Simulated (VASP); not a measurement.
# Mo18HS36 (a cell with a defect) in VASP: single point with PBE

Aim: the single point of Mo18HS36 (a cell with a defect) with PBE.

Program: VASP 6.6.1. These are calculated values, not measurements. Logs are shortened: lines on timing, memory, paths and dates and some standing lists are left out, and cuts for length are marked.

## 1. The cell of the first run

The cell holds a defect, 55 atoms: a = 9.367 Å, b = 9.367 Å, c = 12.083 Å, α = 90.00°, β = 90.00°, γ = 120.00°.

## 2. Single point, PBE

Contents of INCAR:

```
PREC = Accurate
ENCUT = 400
EDIFF = 1E-6
ISMEAR = -1
SIGMA = 0.01
LREAL = Auto
LASPH = True
NELM = 120
ALGO = Normal
ISIF = 2
LWAVE = False
LCHARG = False
GGA = PE
NBANDS = 268
NELECT = 468.0
GGA_COMPAT = False
```

Contents of KPOINTS:

```
Automatic mesh
0
Gamma
  1 1 1
```

Contents of POSCAR:

```
Mo18HS36
1.0
    9.3669868000      0.0000000800      0.0000000000
   -4.6834934700      8.1120484800      0.0000000000
    0.0000000000      0.0000000000     12.0827026900
Mo S H
18 36 1
Direct
    0.2232463779      0.1198630635      0.2504467815
    0.1019929181      0.2134930525      0.7530075210
    0.2214280631      0.4503691011      0.2497250886
    0.1039259298      0.5470544219      0.7502514324
    0.2233927899      0.7839409488      0.2469623789
    0.1021396430      0.8775843746      0.7495360295
    0.5548307710      0.1162989790      0.2498795243
    0.4382007138      0.2134930492      0.7530093418
    0.5555690267      0.4503723029      0.2497322062
    0.4366746063      0.5466479861      0.7508977282
    0.5549117482      0.7831946482      0.2491598177
    0.4372447346      0.8810873089      0.7500851616
    0.8880955878      0.1162992222      0.2498945871
    0.7704413518      0.2141794323      0.7508105788
    0.8886910413      0.4507580222      0.2490941040
    0.7698299377      0.5470561412      0.7502341349
    0.8871803278      0.7839467361      0.2469833179
    0.7705438758      0.8810923598      0.7500683607
    0.2151028267      0.1035044335      0.6236895166
    0.1102484563      0.2284922231      0.3795593683
    0.2114573392      0.0961897584      0.8805160793
    0.1102952653      0.2288467575      0.1209395809
    0.2142424760      0.4343009033      0.6219947799
    0.1111262952      0.5631017865      0.3779800858
    0.2147920549      0.4374124479      0.8803587470
    0.1105449703      0.5600183483      0.1196224088
    0.2150944648      0.7689373403      0.6204185597
    0.1103068408      0.8939533595      0.3763271444
    0.2150261632      0.7685791078      0.8790380987
    0.1140178851      0.9014211403      0.1195022370
    0.5479074030      0.1039850733      0.6216151463
    0.4448675960      0.2284819881      0.3795519196
    0.5498127912      0.1023025143      0.8804716356
    0.4451840036      0.2288641357      0.1209325461
    0.5467434198      0.4342912847      0.6219896486
    0.4437942609      0.5609701391      0.3789436120
    0.5493459001      0.4374251417      0.8803504707
    0.4435368214      0.5604347627      0.1202990785
    0.5479024671      0.7691224937      0.6211610260
    0.4425964105      0.8934067619      0.3783518570
    0.5483343481      0.7699550824      0.8793407628
    0.4461499037      0.8950562835      0.1194876707
    0.8827805293      0.1040004792      0.6216079459
    0.7774150356      0.2282245899      0.3788176468
    0.8791927741      0.1022928958      0.8804662560
    0.7770418453      0.2274434062      0.1206276474
    0.8815576471      0.4364004897      0.6210272811
    0.7786004861      0.5630921646      0.3779939073
    0.8818318002      0.4369742043      0.8796675109
    0.7761029080      0.5600365862      0.1196321748
    0.8805528071      0.7689485516      0.6203985311
    0.7774256602      0.8934134153      0.3783675819
    0.8802298984      0.7685745401      0.8790230359
    0.7755531239      0.8950604716      0.1195014921
    1.1627389544      0.9986322107      0.0001639534
```

Potentials or basis: VASP PAW PBE potentials, release 64 (Mo_sv, S, H).

The run is started by

```
$ cat potpaw_PBE.64/Mo_sv/POTCAR potpaw_PBE.64/S/POTCAR potpaw_PBE.64/H/POTCAR > POTCAR
$ mpirun -np 1 vasp_gam > vasp.out
```

OUTCAR:

```text
PREC = Accurate
   ENCUT = 400
   EDIFF = 1E-6
   ISMEAR = -1
   LREAL = Auto
   LASPH = True
   NELM = 120
   ISIF = 2
   GGA = PE
   NELECT = 468.0

 ion  position               nearest neighbor table
   1  0.223  0.120  0.250-  30 2.38  32 2.38  20 2.38  28 2.38  22 2.39  34 2.39   3 3.10   9 3.10
                             7 3.12  13 3.12  17 3.15   5 3.15
   2  0.102  0.213  0.753-  45 2.37  25 2.38  43 2.38  23 2.39  19 2.39  21 2.40  14 3.11  18 3.11
                             4 3.12  10 3.13   6 3.15   8 3.15
   3  0.221  0.450  0.250-  22 2.38  26 2.38  24 2.38  36 2.39  38 2.39  20 2.39   1 3.10   5 3.12
                            15 3.12  11 3.12  13 3.13   9 3.13
   4  0.104  0.547  0.750-  29 2.38  25 2.38  23 2.38  49 2.39  47 2.39  27 2.39   6 3.10   2 3.12
                            10 3.12  14 3.12  12 3.13  16 3.13
   5  0.223  0.784  0.247-  42 2.37  26 2.38  40 2.38  24 2.39  28 2.39  30 2.40  11 3.11   7 3.11
                             3 3.12  15 3.13   1 3.15  17 3.15
   6  0.102  0.878  0.750-  21 2.38  27 2.38  51 2.38  19 2.38  53 2.39  29 2.39  16 3.10   4 3.10
                            18 3.12  12 3.12   2 3.15   8 3.15
   7  0.555  0.116  0.250-  34 2.38  40 2.38  44 2.38  46 2.39  32 2.39  42 2.39   5 3.11  11 3.12
                            13 3.12   1 3.12   9 3.13  15 3.13
   8  0.438  0.213  0.753-  33 2.37  37 2.38  31 2.38  35 2.39  19 2.39  21 2.40  14 3.11  12 3.11
                            16 3.12  10 3.13   6 3.15   2 3.15
   9  0.556  0.450  0.250-  34 2.38  50 2.38  48 2.38  36 2.39  38 2.39  32 2.39   1 3.10  17 3.12
[... 6 lines left out ...]
                            18 3.12   6 3.12   4 3.13  10 3.13
  13  0.888  0.116  0.250-  22 2.38  52 2.38  44 2.38  46 2.39  20 2.39  54 2.39  17 3.11  11 3.12
                             7 3.12   1 3.12   3 3.13  15 3.13
  14  0.770  0.214  0.751-  33 2.38  45 2.38  49 2.39  43 2.39  31 2.39  47 2.39   2 3.11   8 3.11
                            18 3.12  12 3.12   4 3.12  16 3.12
  15  0.889  0.451  0.249-  24 2.38  48 2.38  26 2.38  50 2.38  46 2.39  44 2.39   9 3.12   3 3.12
                             5 3.13  17 3.13   7 3.13  13 3.13
  16  0.770  0.547  0.750-  53 2.38  37 2.38  35 2.38  49 2.39  47 2.39  51 2.39   6 3.10   8 3.12
                            10 3.12  14 3.12  18 3.13   4 3.13
  17  0.887  0.784  0.247-  54 2.37  50 2.38  52 2.38  48 2.39  28 2.39  30 2.40  11 3.11  13 3.11
                             9 3.12  15 3.13   1 3.15   5 3.15
  18  0.771  0.881  0.750-  53 2.38  43 2.38  39 2.38  41 2.39  51 2.39  45 2.39   2 3.11  14 3.12
                            12 3.12   6 3.12  16 3.13  10 3.13
  19  0.215  0.104  0.624-   6 2.38   2 2.39   8 2.39
  20  0.110  0.228  0.380-   1 2.38   3 2.39  13 2.39
  21  0.211  0.096  0.881-  55 1.65   6 2.38   8 2.40   2 2.40
  22  0.110  0.229  0.121-   3 2.38  13 2.38   1 2.39
  23  0.214  0.434  0.622-   4 2.38  10 2.38   2 2.39
  24  0.111  0.563  0.378-   3 2.38  15 2.38   5 2.39
  25  0.215  0.437  0.880-   2 2.38   4 2.38  10 2.38
  26  0.111  0.560  0.120-   5 2.38   3 2.38  15 2.38
  27  0.215  0.769  0.620-   6 2.38   4 2.39  12 2.39
  28  0.110  0.894  0.376-   1 2.38   5 2.39  17 2.39
  29  0.215  0.769  0.879-   4 2.38  12 2.38   6 2.39
  30  0.114  0.901  0.120-  55 1.64   1 2.38   5 2.40  17 2.40
  31  0.548  0.104  0.622-  12 2.38   8 2.38  14 2.39
  32  0.445  0.228  0.380-   1 2.38   9 2.39   7 2.39
  33  0.550  0.102  0.880-   8 2.37  14 2.38  12 2.39
  34  0.445  0.229  0.121-   9 2.38   7 2.38   1 2.39
  35  0.547  0.434  0.622-  16 2.38  10 2.38   8 2.39
  36  0.444  0.561  0.379-   9 2.39   3 2.39  11 2.39
[... 16 lines left out ...]
  53  0.880  0.769  0.879-  16 2.38  18 2.38   6 2.39
  54  0.776  0.895  0.120-  17 2.37  11 2.38  13 2.39
  55  0.163  0.999  0.000-  30 1.64  21 1.65

  LATTYP: Found a hexagonal cell.
 ALAT       =     9.3669868000
 C/A-ratio  =     1.2899241718

  Lattice vectors:

 A1 = (   9.3669868000,   0.0000000800,   0.0000000000)
 A2 = (  -4.6834934700,   8.1120484800,   0.0000000000)
 A3 = (   0.0000000000,   0.0000000000,  12.0827026900)

Analysis of symmetry for initial positions (statically):
=====================================================================
 Subroutine PRICEL returns:
 Original cell was already a primitive cell.

 Routine SETGRP: Setting up the symmetry group for a
 hexagonal supercell.

 Subroutine GETGRP returns: Found  1 space group operations
 (whereof  1 operations were pure point group operations)
 out of a pool of 24 trial point group operations.

The static configuration has the point symmetry C_1 .

Analysis of symmetry for dynamics (positions and initial velocities):
=====================================================================
 Subroutine PRICEL returns:
 Original cell was already a primitive cell.

[... 150 lines left out ...]
 Generating k-lattice:

  Cartesian coordinates                     Fractional coordinates (reciprocal lattice)
     0.106757917  0.061636713  0.000000000     1.000000000  0.000000000  0.000000000
    -0.000000001  0.123273424  0.000000000     0.000000000  1.000000000  0.000000000
     0.000000000  0.000000000  0.082762940     0.000000000  0.000000000  1.000000000

  Length of vectors
     0.123273424  0.123273424  0.082762940

  Shift w.r.t. Gamma in fractional coordinates (k-lattice)
     0.000000000  0.000000000  0.000000000

 Subroutine IBZKPT returns following result:
 ===========================================

 Found      1 irreducible k-points:

 Following reciprocal coordinates:
            Coordinates               Weight
  0.000000  0.000000  0.000000      1.000000
   k-points           NKPTS =      1   k-points in BZ     NKDIM =      1   number of bands    NBANDS=    268
   number of dos      NEDOS =    301   number of ions     NIONS =     55
   total plane-waves  NPLWV = 327680
   dimension x,y,z NGX =    64 NGY =   64 NGZ =   80
   dimension x,y,z NGXF=   128 NGYF=  128 NGZF=  160
   ions per type =              18  36   1
   NGX,Y,Z   is equivalent  to a cutoff of  11.36, 11.36, 11.01 a.u.
   NGXF,Y,Z  is equivalent  to a cutoff of  22.72, 22.72, 22.01 a.u.
 SYSTEM =  unknown system
   PREC   = accura    normal or accurate (medium, high low for compatibility)
   ISTART =      0    job   : 0-new  1-cont  2-samecut
   ICHARG =      2    charge: 1-file 2-atom 10-const
   ISPIN  =      1    spin polarized calculation?
   LNONCOLLINEAR =      F non collinear calculations
   LSORBIT =      F    spin-orbit coupling
   LASPH  =      T    aspherical Exc in radial PAW
   ENCUT  =  400.0 eV  29.40 Ry    5.42 a.u.  15.28 15.28 19.70*2*pi/ulx,y,z
   NELM   =    120;   NELMIN=  2; NELMDL= -5     # of ELM steps
   EDIFF  = 0.1E-05   stopping-criterion for ELM
   LREAL  =      T    real-space projection
   EDIFFG = 0.1E-04   stopping-criterion for IOM
   NSW    =      0    number of steps for IOM
   IBRION =     -1    ionic relax: 0-MD 1-quasi-New 2-CG
   NFREE  =      0    steps in history (QN), initial steepest desc. (CG)
   ISIF   =      2    stress and relaxation
   ISYM   =      2    0-nonsym 1-usesym 2-fastsym
   POTIM  = 0.5000    time-step for ionic-motion
   TEBEG  =    0.0;   TEEND  =   0.0 temperature during run
   PSTRESS=    0.0 pullay stress
   NELECT =     468.0000    total number of electrons
   NUPDOWN=      -1.0000    fix difference up-down
   EMIN   =  10.00;   EMAX   =-10.00  energy-range for DOS
   EFERMI =   0.00;   METHOD = LEGACY
   ISMEAR =    -1;   SIGMA  =   0.01  broadening in eV -4-tet -1-fermi 0-gaus
   EFERMI_NEDOS =   21; number of points for ismear=-14 and -15
   IALGO  =     38    algorithm
   IMIX   =      4    mixing-type and parameters
     AMIX     =   0.40;   BMIX     =  1.00
     AMIX_MAG =   1.60;   BMIX_MAG =  1.00
  volume/ion in A,a.u.               =      16.69       112.65
  Fermi-wavevector in a.u.,A,eV,Ry     =   1.307752  2.471292 23.268878  1.710214
  Thomas-Fermi vector in A             =   2.438465
   LORBIT       =      0    0 simple, 1 ext, 2 COOP (PROOUT), +10 PAW based schemes
   GGA     = PE    functional components
   LHFCALC =     F    Hartree Fock is set to
   AEXX    =    0.0000 exact exchange contribution
   IVDW    =     0    specifies the selected vdW correction
   LEPSILON=     F    determine dielectric tensor
   LRPA    =     F    only Hartree local field effects (RPA)
 non-spin polarized calculation
  energy-cutoff  :      400.00
  volume of cell :      918.11
 maximum number of plane-waves:      8324
 NGX is ok and might be reduce to    64
   NGX = 31   NGY = 31   NGZ = 39

 number of electron     468.0000026 magnetization

 Free energy of the ion-electron system (eV)
  ---------------------------------------------------
  ext. energy  EPLUGINS =         0.00000000
  ---------------------------------------------------
  free energy    TOTEN  =      -401.22873185 eV

  energy without entropy =     -401.22873185  energy(sigma->0) =     -401.22873185

 E-fermi :   8.5748     XC(G=0): -11.1029

 val. band max:        8.1789492617   @ k =   0.0000   0.0000   0.0000
 cond. band min:       9.0800088161   @ k =   0.0000   0.0000   0.0000
 fundamental gap:      0.9010595544
 Fermi energy:         8.5748029683

 k-point     1 :       0.0000    0.0000    0.0000
  band No.  band energies     occupation
      1     -53.2238      2.00000
      2     -53.2212      2.00000
      3     -53.2083      2.00000
      4     -53.2057      2.00000
      5     -53.1705      2.00000
      6     -53.1685      2.00000
[... 238 lines left out ...]
    245       9.7627      0.00000
    246       9.7703      0.00000
 [bands above 246 left out]

------------------------ aborting loop because EDIFF is reached ----------------------------------------

  FORCE on cell =-STRESS in cart. coord.  units (eV):
  Direction    XX          YY          ZZ          XY          YZ          ZX
  --------------------------------------------------------------------------------------
  -------------------------------------------------------------------------------------
  Total       34.1506064     33.1734399     20.2117478      0.0007117      2.4774715     -0.0004371
  in kB       59.5956368     57.8904004     35.2711740      0.0012420      4.3233930     -0.0007627
  external PRESSURE =      50.9190704 kB  Pullay stress =       0.0000000 kB

 VOLUME and BASIS-vectors are now :
 -----------------------------------------------------------------------------
  energy-cutoff  :      400.00
  volume of cell :      918.11
      direct lattice vectors                 reciprocal lattice vectors
     9.366986800  0.000000080  0.000000000     0.106757917  0.061636713  0.000000000
    -4.683493470  8.112048480  0.000000000    -0.000000001  0.123273424  0.000000000
     0.000000000  0.000000000 12.082702690     0.000000000  0.000000000  0.082762940

 POSITION                                       TOTAL-FORCE (eV/Angst)
 -----------------------------------------------------------------------------------
      1.52977      0.97233      3.02607         0.000358      0.006378      0.005600
     -0.04453      1.73187      9.09837        -0.007051      0.001300     -0.004853
     -0.03519      3.65342      3.01735         0.000559     -0.000133     -0.000286
     -1.58865      4.43773      9.06507         0.000676     -0.001314     -0.002647
     -1.57907      6.35937      2.98397         0.003806     -0.001600      0.006861
     -3.15342      7.11901      9.05642         0.000049      0.004042      0.000195
[... 47 lines left out ...]
      3.07259      7.26077      1.44390        -0.001120      0.000730      0.011639
     -3.15271      8.10095      0.00198        -0.001702     -0.004334      0.001422
 -----------------------------------------------------------------------------------
    total drift:                               -0.001269      0.002528      0.000935

  FREE ENERGIE OF THE ION-ELECTRON SYSTEM (eV)
  ---------------------------------------------------
  free  energy   TOTEN  =      -401.2287318516 eV

  energy  without entropy=     -401.2287318516  energy(sigma->0) =     -401.22873185
```

It took 12 min on 1 thread of Intel Xeon 8259CL, shared host; peak memory 0.71 GiB.

What came out:

| Quantity | Value |
| --- | --- |
| Free energy | -401.2287 eV |
| Largest force | 0.015 eV/Å |

Forces in eV/Å, atoms in the order of the input:
```
Mo   0.000  0.006  0.006
Mo  -0.007  0.001 -0.005
Mo   0.001  0.000  0.000
Mo   0.001 -0.001 -0.003
Mo   0.004 -0.002  0.007
Mo   0.000  0.004  0.000
Mo  -0.001  0.000  0.001
Mo   0.008  0.002 -0.006
Mo   0.000  0.000 -0.001
Mo   0.000 -0.003 -0.002
Mo   0.000  0.002  0.000
Mo   0.001 -0.001 -0.002
Mo   0.000  0.000  0.001
Mo   0.000  0.001 -0.001
Mo   0.000  0.000  0.000
Mo  -0.001 -0.001 -0.003
Mo  -0.004 -0.002  0.006
Mo  -0.002 -0.001 -0.001
S    0.000 -0.001  0.008
S    0.001 -0.001 -0.013
S   -0.001 -0.009  0.004
S    0.001  0.001  0.011
S    0.000  0.001  0.014
S   -0.002  0.002 -0.012
S    0.001  0.000 -0.011
S    0.001 -0.001  0.011
S    0.000  0.000  0.013
S   -0.001  0.000 -0.015
S    0.003 -0.002 -0.010
S    0.002 -0.002 -0.008
S    0.000  0.001  0.014
S   -0.001 -0.001 -0.012
S   -0.002  0.002 -0.011
S   -0.001  0.001  0.012
S    0.001  0.002  0.014
S    0.000  0.000 -0.012
S   -0.002  0.000 -0.011
S   -0.001 -0.002  0.011
S    0.001  0.002  0.012
S   -0.001 -0.001 -0.014
S    0.000  0.001 -0.011
S    0.000  0.000  0.012
S    0.001  0.001  0.014
S    0.001  0.001 -0.012
S    0.001  0.002 -0.010
S    0.000  0.001  0.011
S    0.000  0.001  0.012
S    0.001  0.003 -0.013
S    0.000 -0.001 -0.011
S   -0.001 -0.001  0.011
S    0.000  0.000  0.014
S    0.002 -0.001 -0.014
S   -0.001 -0.001 -0.010
S   -0.001  0.001  0.012
H   -0.002 -0.004  0.001
```

Caveat: the k points lie up to 0.77 Å⁻¹ apart; the cell carries a net charge on a neutralising background, which shifts energy and pressure; the cell is charged against a uniform background, so pressure and absolute levels hang on convention.
